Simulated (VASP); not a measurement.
# Al (P6/mmm) in VASP: relaxation of cell and atoms with PBE

Aim: the relaxation of cell and atoms of Al with PBE.

Program: VASP 6.6.1. These are calculated values, not measurements. Logs are shortened: lines on timing, memory, paths and dates and some standing lists are left out, and cuts for length are marked.

### 1 The cell of the first run

The structure is hexagonal, space group P6/mmm (No. 191). The conventional cell has a = 4.576 Å, b = 4.576 Å, c = 2.715 Å, α = 90.00°, β = 90.00°, γ = 120.00°. Within 3.5 Å of Al (site symmetry -6m2) lie 5 Al at 2.64 to 2.71 Å.

The cell was built from a structure type or drawn by symmetry, and may not be a known phase.

### 2 Relaxation of cell and atoms, PBE

INCAR reads:

```
SYSTEM = Al
ALGO = Normal
EDIFF = 1E-7
EDIFFG = -0.01
ENCUT = 600
GGA = PE
IBRION = 2
ISIF = 3
ISMEAR = 0
LASPH = .TRUE.
LCHARG = .FALSE.
LREAL = .FALSE.
LWAVE = .FALSE.
NELM = 100
NSW = 100
PREC = Accurate
SIGMA = 0.1
```

KPOINTS reads:

```
k-points
0
G
  12 12 20
  0 0 0
```

POSCAR reads:

```
Al
1.0
    4.5759363812      0.0000000000      0.0000000000
   -2.2879681906      3.9628771522      0.0000000000
    0.0000000000      0.0000000000      2.7147968980
Al
2
Direct
    0.3333333333      0.6666666667      0.0000000000
    0.6666666667      0.3333333333      0.0000000000
```

Potentials or basis: VASP PAW PBE potentials, release 64 (Al).

The run is started by

```sh
$ cat potpaw_PBE.64/Al/POTCAR > POTCAR
$ mpirun -np 1 vasp_std > vasp.out
```

OUTCAR:

```text
SYSTEM = Al
   EDIFF = 1E-7
   EDIFFG = -0.01
   ENCUT = 600
   GGA = PE
   IBRION = 2
   ISIF = 3
   ISMEAR = 0
   LASPH = .TRUE.
   LREAL = .FALSE.
   NELM = 100
   NSW = 100
   PREC = Accurate

 ion  position               nearest neighbor table
   1  0.333  0.667  0.000-   2 2.64   2 2.64   2 2.64
   2  0.667  0.333  0.000-   1 2.64   1 2.64   1 2.64

  LATTYP: Found a hexagonal cell.
 ALAT       =     4.5759363812
 C/A-ratio  =     0.5932768010

  Lattice vectors:

 A1 = (   4.5759363812,   0.0000000000,   0.0000000000)
 A2 = (  -2.2879681906,   3.9628771522,   0.0000000000)
 A3 = (   0.0000000000,   0.0000000000,   2.7147968980)

Analysis of symmetry for initial positions (statically):
=====================================================================
 Subroutine PRICEL returns:
 Original cell was already a primitive cell.

 Routine SETGRP: Setting up the symmetry group for a
 hexagonal supercell.

 Subroutine GETGRP returns: Found 24 space group operations
 (whereof 24 operations were pure point group operations)
 out of a pool of 24 trial point group operations.

The static configuration has the point symmetry D_6h.

Analysis of symmetry for dynamics (positions and initial velocities):
=====================================================================
 Subroutine PRICEL returns:
 Original cell was already a primitive cell.

 Routine SETGRP: Setting up the symmetry group for a
 hexagonal supercell.

 Subroutine GETGRP returns: Found 24 space group operations
 (whereof 24 operations were pure point group operations)
 out of a pool of 24 trial point group operations.

The dynamic configuration has the point symmetry D_6h.

 Subroutine INISYM returns: Found 24 space group operations
 (whereof 24 operations are pure point group operations),
 and found     1 'primitive' translations

----------------------------------------------------------------------------------------

                                     Primitive cell

  volume of cell :      49.2298

  direct lattice vectors                    reciprocal lattice vectors
     4.575936381  0.000000000  0.000000000     0.218534507  0.126170956  0.000000000
    -2.287968191  3.962877152  0.000000000     0.000000000  0.252341913  0.000000000
     0.000000000  0.000000000  2.714796898     0.000000000  0.000000000  0.368351681

  length of vectors
     4.575936381  4.575936381  2.714796898     0.252341913  0.252341913  0.368351681

  position of ions in fractional coordinates (direct lattice)
     0.333333333  0.666666667  0.000000000
     0.666666667  0.333333333  0.000000000

  ion indices of the primitive-cell ions
   primitive index   ion index
                 1           1
                 2           2

----------------------------------------------------------------------------------------

 KPOINTS: k-points

Automatic generation of k-mesh.
 Grid dimensions read from file:
 generate k-points for:   12   12   20

 Generating k-lattice:

  Cartesian coordinates                     Fractional coordinates (reciprocal lattice)
     0.018211209  0.010514246  0.000000000     0.083333333 -0.000000000  0.000000000
     0.000000000  0.021028493  0.000000000     0.000000000  0.083333333  0.000000000
     0.000000000  0.000000000  0.018417584     0.000000000  0.000000000  0.050000000

  Length of vectors
     0.021028493  0.021028493  0.018417584

  Shift w.r.t. Gamma in fractional coordinates (k-lattice)
     0.000000000  0.000000000  0.000000000

 Subroutine IBZKPT returns following result:
 ===========================================

 Found    209 irreducible k-points:

 Following reciprocal coordinates:
            Coordinates               Weight
  0.000000  0.000000  0.000000      1.000000
  0.083333  0.000000  0.000000      6.000000
  0.166667  0.000000  0.000000      6.000000
  0.250000 -0.000000  0.000000      6.000000
  0.333333 -0.000000  0.000000      6.000000
  0.416667  0.000000  0.000000      6.000000
[... 16 lines left out ...]
  0.250000 -0.000000  0.050000     12.000000
  0.333333 -0.000000  0.050000     12.000000
 [... further k-points ...]
   k-points           NKPTS =    209   k-points in BZ     NKDIM =    209   number of bands    NBANDS=      7
   number of dos      NEDOS =    301   number of ions     NIONS =      2
   total plane-waves  NPLWV =  38400
   dimension x,y,z NGX =    40 NGY =   40 NGZ =   24
   dimension x,y,z NGXF=    80 NGYF=   80 NGZF=   48
   ions per type =               2
   NGX,Y,Z   is equivalent  to a cutoff of  14.53, 14.53, 14.70 a.u.
   NGXF,Y,Z  is equivalent  to a cutoff of  29.06, 29.06, 29.39 a.u.
 SYSTEM =  Al
   PREC   = accura    normal or accurate (medium, high low for compatibility)
   ISTART =      0    job   : 0-new  1-cont  2-samecut
   ICHARG =      2    charge: 1-file 2-atom 10-const
   ISPIN  =      1    spin polarized calculation?
   LNONCOLLINEAR =      F non collinear calculations
   LSORBIT =      F    spin-orbit coupling
   LASPH  =      T    aspherical Exc in radial PAW
   ENCUT  =  600.0 eV  44.10 Ry    6.64 a.u.   9.14  9.14  5.42*2*pi/ulx,y,z
   NELM   =    100;   NELMIN=  2; NELMDL= -5     # of ELM steps
   EDIFF  = 0.1E-06   stopping-criterion for ELM
   LREAL  =      F    real-space projection
   EDIFFG = -.1E-01   stopping-criterion for IOM
   NSW    =    100    number of steps for IOM
   IBRION =      2    ionic relax: 0-MD 1-quasi-New 2-CG
   NFREE  =      1    steps in history (QN), initial steepest desc. (CG)
   ISIF   =      3    stress and relaxation
   ISYM   =      2    0-nonsym 1-usesym 2-fastsym
   POTIM  = 0.5000    time-step for ionic-motion
   TEBEG  =    0.0;   TEEND  =   0.0 temperature during run
   PSTRESS=    0.0 pullay stress
   NELECT =       6.0000    total number of electrons
   NUPDOWN=      -1.0000    fix difference up-down
   EMIN   =  10.00;   EMAX   =-10.00  energy-range for DOS
   EFERMI =   0.00;   METHOD = LEGACY
   ISMEAR =     0;   SIGMA  =   0.10  broadening in eV -4-tet -1-fermi 0-gaus
   EFERMI_NEDOS =   21; number of points for ismear=-14 and -15
   IALGO  =     38    algorithm
   IMIX   =      4    mixing-type and parameters
     AMIX     =   0.40;   BMIX     =  1.00
     AMIX_MAG =   1.60;   BMIX_MAG =  1.00
  volume/ion in A,a.u.               =      24.61       166.11
  Fermi-wavevector in a.u.,A,eV,Ry     =   0.811676  1.533845  8.963758  0.658818
  Thomas-Fermi vector in A             =   1.921079
   LORBIT       =      0    0 simple, 1 ext, 2 COOP (PROOUT), +10 PAW based schemes
   GGA     = PE    functional components
   LHFCALC =     F    Hartree Fock is set to
   AEXX    =    0.0000 exact exchange contribution
   IVDW    =     0    specifies the selected vdW correction
   LEPSILON=     F    determine dielectric tensor
   LRPA    =     F    only Hartree local field effects (RPA)
 conjugate gradient relaxation of ions
 non-spin polarized calculation
 Gauss-broadening in eV      SIGMA  =   0.10
  energy-cutoff  :      600.00
  volume of cell :       49.23
 maximum number of plane-waves:      1661
 NGX is ok and might be reduce to    40
   NGX = 19   NGY = 19   NGZ = 11

--------------------------------------- Ionic step        1  -------------------------------------------

 number of electron       6.0000000 magnetization

 Free energy of the ion-electron system (eV)
  ---------------------------------------------------
  ext. energy  EPLUGINS =         0.00000000
  ---------------------------------------------------
  free energy    TOTEN  =        -6.49447090 eV

  energy without entropy =       -6.49021633  energy(sigma->0) =       -6.49234362

------------------------ aborting loop because EDIFF is reached ----------------------------------------

  FORCE on cell =-STRESS in cart. coord.  units (eV):
  Direction    XX          YY          ZZ          XY          YZ          ZX
  --------------------------------------------------------------------------------------
  -------------------------------------------------------------------------------------
  Total       -0.2890007     -0.2890007      0.6054558      0.0000000      0.0000000      0.0000000
  in kB       -9.4054921     -9.4054921     19.7044846      0.0000000      0.0000000      0.0000000
  external PRESSURE =       0.2978335 kB  Pullay stress =       0.0000000 kB
[... 57 lines left out ...]
  energy  without entropy=       -6.4972915761  energy(sigma->0) =       -6.49910259

--------------------------------------- Ionic step        3  -------------------------------------------

 number of electron       6.0000000 magnetization

 Free energy of the ion-electron system (eV)
  ---------------------------------------------------
  ext. energy  EPLUGINS =         0.00000000
  ---------------------------------------------------
  free energy    TOTEN  =        -6.50091906 eV

  energy without entropy =       -6.49730073  energy(sigma->0) =       -6.49910990

 E-fermi :   3.9690     XC(G=0):  -8.4762

 val. band max:        3.9582368467   @ k =   0.1667   0.0000   0.4000
 cond. band min:       3.9752851327   @ k =   0.3333  -0.0000   0.3500
 fundamental gap:      0.0170482860
 Fermi energy:         3.9689979012

 k-point     1 :       0.0000    0.0000    0.0000
  band No.  band energies     occupation
      1      -4.8284      2.00000
      2       3.1000      2.00000
      3       3.1000      2.00000
      4       3.4109      2.00000
      5       6.1791      0.00000
      6       6.1791      0.00000
      7       9.4393      0.00000
[... 221 lines left out ...]
 k-point    24 :       0.3333   -0.0000    0.0500
  band No.  band energies     occupation
      1      -3.8799      2.00000
      2      -0.7373      2.00000
      3       2.2667      2.00000
      4       4.3625      0.00000
      5       8.6277      0.00000
      6       9.0470      0.00000
      7      12.0030      0.00000

 [... further k-points ...]

------------------------ aborting loop because EDIFF is reached ----------------------------------------

  FORCE on cell =-STRESS in cart. coord.  units (eV):
  Direction    XX          YY          ZZ          XY          YZ          ZX
  --------------------------------------------------------------------------------------
  -------------------------------------------------------------------------------------
  Total       -0.0068986     -0.0068986     -0.0069823      0.0000000     -0.0000000      0.0000000
  in kB       -0.2244021     -0.2244021     -0.2271236      0.0000000     -0.0000000      0.0000000
  external PRESSURE =      -0.2253093 kB  Pullay stress =       0.0000000 kB
[... 17 lines left out ...]
  FREE ENERGIE OF THE ION-ELECTRON SYSTEM (eV)
  ---------------------------------------------------
  free  energy   TOTEN  =        -6.5009190600 eV

  energy  without entropy=       -6.4973007303  energy(sigma->0) =       -6.49910990

 reached required accuracy - stopping structural energy minimisation
```

It took 46 s on 1 thread of Intel Xeon 6975P-C (Granite Rapids), shared host; peak memory 0.23 GiB.

What came out:

- Free energy: -6.5009 eV
- Relaxed volume: 24.63 Å³/atom
- Relaxed cell: a = 4.545 Å, b = 4.545 Å, c = 2.753 Å, α = 90.00°, β = 90.00°, γ = 120.00°
- Space group after relaxing (to 0.1 Å): P6/mmm (No. 191)
- Energy gained by relaxing: 3.2 meV/atom
- Ionic steps: 3
- Pressure after relaxing: 0.0 GPa
- Band gap on the k mesh: zero (bands 3 and 4 overlap by 3.80 eV)

Step by step:
| step | energy change (eV) | largest force (eV/Å) | pressure (GPa) | volume (Å³) |
| --- | --- | --- | --- | --- |
| 1 | 0.0000 | 0.0000 | 0.03 | 49.23 |
| 2 | -0.0064 | 0.0000 | -0.02 | 49.25 |
| 3 | -0.0064 | 0.0000 | -0.02 | 49.25 |

Final structure:
```cif
data_structure
_symmetry_space_group_name_H-M 'P 1'
_symmetry_Int_Tables_number 1
_cell_length_a 4.5449
_cell_length_b 4.5449
_cell_length_c 2.7534
_cell_angle_alpha 90.000
_cell_angle_beta 90.000
_cell_angle_gamma 120.000
_cell_volume 49.25
loop_
_atom_site_label
_atom_site_type_symbol
_atom_site_fract_x
_atom_site_fract_y
_atom_site_fract_z
_atom_site_occupancy
Al1 Al 0.33333 0.66667 0.00000 1
Al2 Al 0.66667 0.33333 0.00000 1
```

Levels at points of the mesh, in eV from the Fermi level:
```
           k point  band 1  band 2  band 3  band 4  band 5  band 6  band 7
(0.00, 0.00, 0.00)   -8.80   -0.87   -0.87   -0.56    2.21    2.21    5.47
(0.50, 0.00, 0.00)   -7.22   -5.85   -1.94    0.12    6.93    7.38    7.47
(0.00, 0.00, 0.50)   -4.48   -3.55    2.35    2.35    2.67    5.37    5.37
(0.50, 0.00, 0.50)   -2.85   -2.16   -1.64   -0.80    1.41    4.19    4.66
```
